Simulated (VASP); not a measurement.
# P (Im-3m) in VASP: a series of runs

P is run at these levels: PBEsol; tasks: single point.

All numbers are computed with VASP 6.6.1; they aren't measurements. Logs are shortened: lines on timing, memory, paths and dates and some standing lists are left out, and cuts for length are marked.

## Step 1: The cell of the first run

Symmetry: Im-3m, No. 229, cubic system. Conventional cell: a = 3.014 Å, b = 3.014 Å, c = 3.014 Å, α = 90.00°, β = 90.00°, γ = 90.00°. Within 3.4 Å of P (site symmetry m-3m) lie 14 P at 2.61 to 3.01 Å.

## Step 2: Single point, PBEsol

INCAR reads:

```
SYSTEM = P
PREC     = Accurate       ! precision mode
ENCUT    = 520            ! plane-wave cutoff, eV
EDIFF    = 1E-7           ! SCF threshold, eV
ISMEAR   = -1             ! smearing method
SIGMA    = 0.1            ! smearing width, eV
LREAL    = .False.        ! projectors in reciprocal space
LASPH    = .True.         ! aspherical terms in the spheres
NELM     = 60             ! most SCF steps
ALGO     = Normal         ! electronic algorithm
ISIF     = 2              ! what is computed and relaxed
LWAVE    = .False.        ! write WAVECAR
LCHARG   = .True.         ! write CHGCAR
GGA      = PS             ! functional
LELF     = .True.         ! ELF
LVHAR    = .True.       
NBANDS   = 8              ! bands
```

KPOINTS reads:

```
regular mesh
0
Gamma
  14 14 14
  0 0 0
```

POSCAR reads:

```
P
1.0
   -1.5070362784      1.5070362784      1.5070362784
    1.5070362784     -1.5070362784      1.5070362784
    1.5070362784      1.5070362784     -1.5070362784
P
1
Direct
    0.0000000000      0.0000000000      0.0000000000
```

Potentials or basis: VASP PAW PBE potentials, release 64 (P).

Command:

```bash
> cat potpaw_PBE.64/P/POTCAR > POTCAR
> mpirun -np 1 vasp_std > vasp.out
```

OUTCAR:

```text
SYSTEM = P
   PREC = Accurate
   ENCUT = 520
   EDIFF = 1E-7
   ISMEAR = -1
   LREAL = .False.
   LASPH = .True.
   NELM = 60
   ISIF = 2
   GGA = PS

 ion  position               nearest neighbor table
   1  0.000  0.000  0.000-

  LATTYP: Found a body centered cubic cell.
 ALAT       =     3.0140725568

  Lattice vectors:

 A1 = (  -1.5070362784,   1.5070362784,   1.5070362784)
 A2 = (   1.5070362784,  -1.5070362784,   1.5070362784)
 A3 = (   1.5070362784,   1.5070362784,  -1.5070362784)

Analysis of symmetry for initial positions (statically):
=====================================================================
 Subroutine PRICEL returns:
 Original cell was already a primitive cell.

 Routine SETGRP: Setting up the symmetry group for a
 body centered cubic supercell.

 Subroutine GETGRP returns: Found 48 space group operations
 (whereof 48 operations were pure point group operations)
 out of a pool of 48 trial point group operations.

The static configuration has the point symmetry O_h .

Analysis of symmetry for dynamics (positions and initial velocities):
=====================================================================
 Subroutine PRICEL returns:
 Original cell was already a primitive cell.

 Routine SETGRP: Setting up the symmetry group for a
 body centered cubic supercell.

 Subroutine GETGRP returns: Found 48 space group operations
 (whereof 48 operations were pure point group operations)
 out of a pool of 48 trial point group operations.

The dynamic configuration has the point symmetry O_h .

 Subroutine INISYM returns: Found 48 space group operations
 (whereof 48 operations are pure point group operations),
 and found     1 'primitive' translations

----------------------------------------------------------------------------------------

                                     Primitive cell

  volume of cell :      13.6909

  direct lattice vectors                    reciprocal lattice vectors
    -1.507036278  1.507036278  1.507036278     0.000000000  0.331777016  0.331777016
     1.507036278 -1.507036278  1.507036278     0.331777016  0.000000000  0.331777016
     1.507036278  1.507036278 -1.507036278     0.331777016  0.331777016  0.000000000

  length of vectors
     2.610263403  2.610263403  2.610263403     0.469203556  0.469203556  0.469203556

  position of ions in fractional coordinates (direct lattice)
     0.000000000  0.000000000  0.000000000

  ion indices of the primitive-cell ions
   primitive index   ion index
                 1           1

----------------------------------------------------------------------------------------

 KPOINTS: regular mesh

Automatic generation of k-mesh.
 Grid dimensions read from file:
 generate k-points for:   14   14   14

 Generating k-lattice:

  Cartesian coordinates                     Fractional coordinates (reciprocal lattice)
     0.000000000  0.023698358  0.023698358     0.071428571  0.000000000  0.000000000
     0.023698358  0.000000000  0.023698358     0.000000000  0.071428571  0.000000000
     0.023698358  0.023698358  0.000000000     0.000000000  0.000000000  0.071428571

  Length of vectors
     0.033514540  0.033514540  0.033514540

  Shift w.r.t. Gamma in fractional coordinates (k-lattice)
     0.000000000  0.000000000  0.000000000

 Subroutine IBZKPT returns following result:
 ===========================================

 Found    104 irreducible k-points:

 Following reciprocal coordinates:
            Coordinates               Weight
  0.000000  0.000000  0.000000      1.000000
  0.071429  0.000000  0.000000     12.000000
  0.142857  0.000000  0.000000     12.000000
  0.214286  0.000000  0.000000     12.000000
  0.285714  0.000000  0.000000     12.000000
  0.357143  0.000000  0.000000     12.000000
[... 16 lines left out ...]
  0.285714  0.285714  0.000000     24.000000
  0.357143  0.285714  0.000000     24.000000
 [... further k-points ...]
   k-points           NKPTS =    104   k-points in BZ     NKDIM =    104   number of bands    NBANDS=      8
   number of dos      NEDOS =    301   number of ions     NIONS =      1
   total plane-waves  NPLWV =   8000
   dimension x,y,z NGX =    20 NGY =   20 NGZ =   20
   dimension x,y,z NGXF=    40 NGYF=   40 NGZF=   40
   ions per type =               1
   NGX,Y,Z   is equivalent  to a cutoff of  12.74, 12.74, 12.74 a.u.
   NGXF,Y,Z  is equivalent  to a cutoff of  25.48, 25.48, 25.48 a.u.
 SYSTEM =  P
   PREC   = accura    normal or accurate (medium, high low for compatibility)
   ISTART =      0    job   : 0-new  1-cont  2-samecut
   ICHARG =      2    charge: 1-file 2-atom 10-const
   ISPIN  =      1    spin polarized calculation?
   LNONCOLLINEAR =      F non collinear calculations
   LSORBIT =      F    spin-orbit coupling
   LASPH  =      T    aspherical Exc in radial PAW
   ENCUT  =  520.0 eV  38.22 Ry    6.18 a.u.   4.85  4.85  4.85*2*pi/ulx,y,z
   NELM   =     60;   NELMIN=  2; NELMDL= -5     # of ELM steps
   EDIFF  = 0.1E-06   stopping-criterion for ELM
   LREAL  =      F    real-space projection
   EDIFFG = 0.1E-05   stopping-criterion for IOM
   NSW    =      0    number of steps for IOM
   IBRION =     -1    ionic relax: 0-MD 1-quasi-New 2-CG
   NFREE  =      0    steps in history (QN), initial steepest desc. (CG)
   ISIF   =      2    stress and relaxation
   ISYM   =      2    0-nonsym 1-usesym 2-fastsym
   POTIM  = 0.5000    time-step for ionic-motion
   TEBEG  =    0.0;   TEEND  =   0.0 temperature during run
   PSTRESS=    0.0 pullay stress
   NELECT =       5.0000    total number of electrons
   NUPDOWN=      -1.0000    fix difference up-down
   EMIN   =  10.00;   EMAX   =-10.00  energy-range for DOS
   EFERMI =   0.00;   METHOD = LEGACY
   ISMEAR =    -1;   SIGMA  =   0.10  broadening in eV -4-tet -1-fermi 0-gaus
   EFERMI_NEDOS =   21; number of points for ismear=-14 and -15
   IALGO  =     38    algorithm
   IMIX   =      4    mixing-type and parameters
     AMIX     =   0.40;   BMIX     =  1.00
     AMIX_MAG =   1.60;   BMIX_MAG =  1.00
  volume/ion in A,a.u.               =      13.69        92.39
  Fermi-wavevector in a.u.,A,eV,Ry     =   1.170185  2.211329 18.630900  1.369333
  Thomas-Fermi vector in A             =   2.306647
   LORBIT       =      0    0 simple, 1 ext, 2 COOP (PROOUT), +10 PAW based schemes
   GGA     = PS    functional components
   LHFCALC =     F    Hartree Fock is set to
   AEXX    =    0.0000 exact exchange contribution
   IVDW    =     0    specifies the selected vdW correction
   LEPSILON=     F    determine dielectric tensor
   LRPA    =     F    only Hartree local field effects (RPA)
 non-spin polarized calculation
  energy-cutoff  :      520.00
  volume of cell :       13.69
 maximum number of plane-waves:       378
   NGX =  9   NGY =  9   NGZ =  9

 number of electron       5.0000000 magnetization

 Free energy of the ion-electron system (eV)
  ---------------------------------------------------
  ext. energy  EPLUGINS =         0.00000000
  ---------------------------------------------------
  free energy    TOTEN  =        -5.22910407 eV

  energy without entropy =       -5.21228844  energy(sigma->0) =       -5.22069625

 E-fermi :  10.5061     XC(G=0): -11.8052

 val. band max:       10.4625887985   @ k =   0.2143   0.0714   0.0000
 cond. band min:      10.5714284891   @ k =  -0.2143   0.3571   0.0714
 fundamental gap:      0.1088396906
 Fermi energy:        10.5061194310

 k-point     1 :       0.0000    0.0000    0.0000
  band No.  band energies     occupation
      1      -6.3479      2.00000
      2      18.0916      0.00000
      3      18.0916      0.00000
      4      18.0916      0.00000
      5      22.6654      0.00000
      6      22.6654      0.00000
      7      22.6654      0.00000
      8      26.6662      0.00000

 k-point     2 :       0.0714    0.0000    0.0000
  band No.  band energies     occupation
      1      -6.1895      2.00000
      2      17.0260      0.00000
      3      17.4819      0.00000
      4      17.9816      0.00000
      5      22.2061      0.00000
      6      22.8421      0.00000
      7      23.5523      0.00000
      8      25.7589      0.00000

 k-point     3 :       0.1429    0.0000    0.0000
  band No.  band energies     occupation
      1      -5.7153      2.00000
      2      14.6487      0.00000
      3      16.3364      0.00000
      4      17.6724      0.00000
      5      21.1907      0.00000
      6      22.3254      0.00000
      7      25.5143      0.00000
      8      25.5241      0.00000

 k-point     4 :       0.2143    0.0000    0.0000
  band No.  band energies     occupation
      1      -4.9286      2.00000
      2      11.8382      0.00000
      3      15.2302      0.00000
      4      17.2327      0.00000
      5      20.0952      0.00000
      6      21.2126      0.00000
      7      26.2995      0.00000
      8      26.5185      0.00000

 k-point     5 :       0.2857    0.0000    0.0000
  band No.  band energies     occupation
      1      -3.8360      2.00000
      2       8.9892      2.00000
      3      14.3215      0.00000
      4      16.7643      0.00000
      5      19.1455      0.00000
      6      20.2173      0.00000
      7      27.1379      0.00000
      8      27.4058      0.00000

 k-point     6 :       0.3571    0.0000    0.0000
  band No.  band energies     occupation
      1      -2.4525      2.00000
      2       6.2836      2.00000
      3      13.6573      0.00000
      4      16.3639      0.00000
      5      18.4323      0.00000
      6      19.4820      0.00000
      7      28.1409      0.00000
      8      28.6517      0.00000

 k-point     7 :       0.4286    0.0000    0.0000
  band No.  band energies     occupation
      1      -0.8300      2.00000
      2       3.8471      2.00000
      3      13.2545      0.00000
      4      16.0991      0.00000
      5      17.9937      0.00000
      6      19.0348      0.00000
      7      29.4187      0.00000
      8      29.8356      0.00000
[... 133 lines left out ...]
 k-point    20 :       0.2143    0.2143    0.0000
  band No.  band energies     occupation
      1      -2.1426      2.00000
      2       7.9006      2.00000
      3       9.4324      1.99996
      4      14.5943      0.00000
      5      20.8925      0.00000
      6      22.7485      0.00000
      7      27.2216      0.00000
      8      28.3436      0.00000

 k-point    21 :       0.2857    0.2143    0.0000
  band No.  band energies     occupation
      1      -0.6489      2.00000
      2       5.8597      2.00000
      3       8.3458      2.00000
      4      14.1166      0.00000
      5      20.9189      0.00000
      6      23.3202      0.00000
      7      27.4457      0.00000
      8      29.0253      0.00000

 k-point    22 :       0.3571    0.2143    0.0000
  band No.  band energies     occupation
      1       0.9513      2.00000
      2       3.8172      2.00000
      3       7.9550      2.00000
      4      13.8707      0.00000
      5      20.8285      0.00000
      6      23.9992      0.00000
      7      27.1602      0.00000
      8      28.9532      0.00000

 k-point    23 :       0.2857    0.2857    0.0000
  band No.  band energies     occupation
      1       0.8913      2.00000
      2       5.0679      2.00000
      3       6.3724      2.00000
      4      13.7477      0.00000
      5      21.5713      0.00000
      6      23.8851      0.00000
      7      26.9171      0.00000
      8      29.9211      0.00000

 k-point    24 :       0.3571    0.2857    0.0000
  band No.  band energies     occupation
      1       1.9863      2.00000
      2       4.1266      2.00000
      3       5.8037      2.00000
      4      13.6230      0.00000
      5      21.7708      0.00000
      6      24.6016      0.00000
      7      25.8493      0.00000
      8      30.7373      0.00000

 [... further k-points ...]
[... 5 lines left out ...]
  --------------------------------------------------------------------------------------
  -------------------------------------------------------------------------------------
  Total        0.0090084      0.0090084      0.0090084      0.0000000     -0.0000000      0.0000000
  in kB        1.0542076      1.0542076      1.0542076      0.0000000     -0.0000000      0.0000000
  external PRESSURE =       1.0542076 kB  Pullay stress =       0.0000000 kB

 VOLUME and BASIS-vectors are now :
 -----------------------------------------------------------------------------
  energy-cutoff  :      520.00
  volume of cell :       13.69
      direct lattice vectors                 reciprocal lattice vectors
    -1.507036278  1.507036278  1.507036278     0.000000000  0.331777016  0.331777016
     1.507036278 -1.507036278  1.507036278     0.331777016  0.000000000  0.331777016
     1.507036278  1.507036278 -1.507036278     0.331777016  0.331777016  0.000000000

 POSITION                                       TOTAL-FORCE (eV/Angst)
 -----------------------------------------------------------------------------------
      0.00000      0.00000      0.00000        -0.000000     -0.000000     -0.000000
 -----------------------------------------------------------------------------------
    total drift:                                0.000000     -0.000000     -0.000000

  FREE ENERGIE OF THE ION-ELECTRON SYSTEM (eV)
  ---------------------------------------------------
  free  energy   TOTEN  =        -5.2291040728 eV

  energy  without entropy=       -5.2122884372  energy(sigma->0) =       -5.22069625
```

Run time: 5.6 s. Hardware: 1 thread of Intel Xeon Platinum 8488C (Sapphire Rapids), shared host; peak memory 0.12 GiB.

What came out:

| Item | Value |
| --- | --- |
| Free energy | -5.2291 eV |
| Pressure | 0.1 GPa |

Caveat: the PAW data sets were made with another functional, which shifts forces and pressure a little.

## Step 3: Single point, PBEsol (volume scaled by 0.88)

INCAR reads:

```
PREC     = Accurate       # precision mode
ENCUT    = 520            # plane-wave cutoff, eV
EDIFF    = 1E-6           # SCF threshold, eV
ISMEAR   = -1             # smearing method
SIGMA    = 0.1            # smearing width, eV
LREAL    = False          # projectors in reciprocal space
LASPH    = True           # aspherical terms in the spheres
NELM     = 60             # most SCF steps
ALGO     = Normal         # electronic algorithm
ISIF     = 2              # what is computed and relaxed
LWAVE    = False          # write WAVECAR
LCHARG   = False          # write CHGCAR
GGA      = PS             # functional
NBANDS   = 8              # bands
```

KPOINTS reads:

```
Automatic mesh
0
Gamma
  16 16 16
```

POSCAR reads:

```
P
1.0
   -1.4441687100      1.4441687100      1.4441687100
    1.4441687100     -1.4441687100      1.4441687100
    1.4441687100      1.4441687100     -1.4441687100
P
1
Direct
    0.0000000000      0.0000000000      0.0000000000
```

Potentials or basis: VASP PAW PBE potentials, release 64 (P).

Command:

```bash
> cat potpaw_PBE.64/P/POTCAR > POTCAR
> mpirun -np 1 vasp_std > vasp.out
```

Wall time 6.1 s (1 thread of Intel Xeon Platinum 8488C (Sapphire Rapids), shared host); peak memory 0.12 GiB.

It converged, with:

```
Free energy : -5.1425 eV
Pressure    : 18.0 GPa
```

Levels at points of the mesh, in eV from the Fermi level:
| k point | band 1 | band 2 | band 3 | band 4 | band 5 | band 6 |
| --- | --- | --- | --- | --- | --- | --- |
| (0.00, 0.00, 0.00) | -18.36 | 8.94 | 8.94 | 8.94 | 12.48 | 12.48 |
| (0.50, 0.00, 0.00) | -10.55 | -9.33 | 3.08 | 6.23 | 7.14 | 8.93 |
| (0.50, 0.50, 0.50) | -3.05 | -3.05 | -3.05 | -2.80 | 1.44 | 1.44 |

Caveat: the PAW data sets were made with another functional, which shifts forces and pressure a little.
